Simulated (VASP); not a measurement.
Crystal: GaN.

```xyz
2
Lattice="0.0000 2.2832 2.2832 2.2832 0.0000 2.2832 2.2832 2.2832 0.0000" Properties=species:S:1:pos:R:3 pbc="T T T"
Ga    0.0000    0.0000    0.0000
N     1.1416    1.1416    1.1416
```

Program: VASP 6.6.1. Alike in all runs: task single point; potentials or basis VASP PAW PBE potentials, release 64 (Ga_d, N); no spin polarisation; cell as given; smearing fermi-dirac 0.05 eV.

Question: Order these runs on this cell by their band gap on the k mesh, lowest first.
A. level r2SCAN+D4; k mesh 10 × 10 × 10; cutoff (eV) 520
B. level B3LYP; k mesh 5 × 5 × 5; cutoff (eV) 520; grid for exact exchange (PRECFOCK) Normal; share of exact exchange 0.2
C. level b88 exchange, pbe correlation; k mesh 10 × 10 × 10; cutoff (eV) 600

Answer: C (1.47 eV), A (1.86 eV), B (3.13 eV).

Caveats: some runs use coarse meshes; the cell stands under tension (at least some runs).
